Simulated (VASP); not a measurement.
# PbS (Galena): single point with PBE

Crystal: PbS (Galena).

```
Pb S
1.0
     0.00000    2.97057    2.97057
     2.97057    0.00000    2.97057
     2.97057    2.97057    0.00000
Pb S
1 1
Direct
  0.00000 0.00000 0.00000
  0.50000 0.50000 0.50000
```

- Program: VASP 6.6.1
- Task: single point
- Functional: PBE
- Potentials or basis: VASP PAW PBE potentials, release 64 (Pb_d, S)
- Cutoff: 500 eV
- k mesh: 4 × 4 × 4
- Occupations: gaussian, width 0.01 eV
- Spin: no spin polarisation

```
Pressure               : 1.9 GPa
Band gap on the k mesh : 0.38 eV, direct
```

Levels at points of the mesh, in eV from the valence-band top:
| k point | band 6 | band 7 | band 8 | band 9 | band 10 | band 11 | band 12 | band 13 | band 14 | band 15 |
| --- | --- | --- | --- | --- | --- | --- | --- | --- | --- | --- |
| (0.00, 0.00, 0.00) | -13.55 | -6.04 | -2.14 | -2.14 | -2.14 | 5.20 | 5.20 | 5.20 | 6.75 | 6.75 |
| (0.50, 0.00, 0.00) | -12.32 | -8.81 | -1.76 | -1.76 | 0.00 | 0.38 | 1.98 | 1.98 | 8.66 | 10.14 |
| (0.50, 0.50, 0.00) | -11.90 | -7.19 | -5.15 | -3.40 | -3.40 | 3.89 | 5.56 | 5.67 | 5.67 | 11.18 |

It took 12 s on 1 thread of Intel Xeon 8259CL (shared host), peak memory 0.17 GiB.

Caveat: the k points lie up to 0.46 Å⁻¹ apart; spin-orbit coupling is left out, which moves the levels of the heavy elements. A k mesh can miss the band edges.
